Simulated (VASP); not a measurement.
A run of VASP 6.6.1 is set up as follows.

Contents of INCAR:

```
SYSTEM = V
ALGO = Normal
EDIFF = 1E-7
EDIFFG = -0.005
ENCUT = 500
GGA = PE
GGA_COMPAT = .False.
IBRION = 2
ISIF = 4
ISMEAR = -1
LASPH = .True.
LCHARG = .False.
LREAL = .False.
LWAVE = .False.
NELM = 120
NELMIN = 4
NSW = 50
PREC = Accurate
SIGMA = 0.05
```

File KPOINTS:

```
k-points
0
Gamma
  17 17 15
  0 0 0
```

POSCAR

```
V
1.0
    2.2519983356      0.0000000000      0.0000000000
   -1.1259991678      1.9502877679      0.0000000000
    0.0000000000      0.0000000000      2.1014641407
V
1
Direct
    0.0000000000      0.0000000000      0.0000000000
```

Potentials or basis: VASP PAW PBE potentials, release 64 (V_sv).

Run with:

```sh
$ cat potpaw_PBE.64/V_sv/POTCAR > POTCAR
$ mpirun -np 1 vasp_std > vasp.out
```

(1) Predict the band gap on the k mesh.

Answers

(1) zero (an odd number of electrons rules out a gap without spin polarisation).
